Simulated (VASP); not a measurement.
Pt, 2 atoms in the cell. It takes space group Fd-3m (No. 227, cubic). The conventional cell has a = 5.390 Å, b = 5.390 Å, c = 5.390 Å, α = 90.00°, β = 90.00°, γ = 90.00°. Within 3.1 Å of Pt (site symmetry -43m) lie 4 Pt at 2.33 Å. 

| Property | Result |
| --- | --- |
| Program | VASP 6.6.1 |
| Task | relaxation of cell and atoms |
| Functional | LDA |
| Potentials or basis | VASP PAW LDA potentials, release 64 (Pt) |
| Cutoff | 600 eV |
| k mesh | 7 × 7 × 7 |
| Occupations | gaussian, width 0.05 eV |
| Spin | no spin polarisation |
| Target pressure | 20 GPa |
| Dipole correction | no |
| Further INCAR settings | ALGO = Normal; EDIFF = 1e-07; IBRION = 2; EDIFFG = -0.03; NSW = 80; ISIF = 3 |

Potentials or basis: VASP PAW LDA potentials, release 64 (Pt).

The run is started by

```sh
$ cat potpaw_LDA.64/Pt/POTCAR > POTCAR
$ mpirun -np 1 vasp_std > vasp.out
```

Hardware: 1 thread of Intel Xeon 6975P-C (shared host).

**Question.** Estimate the wall time of this run.

**Answer.** Wall time 27 s on 1 thread of Intel Xeon 6975P-C, on a shared host, peak memory 0.16 GiB. Counts: scf iterations 34, k points 20, ion steps 4.
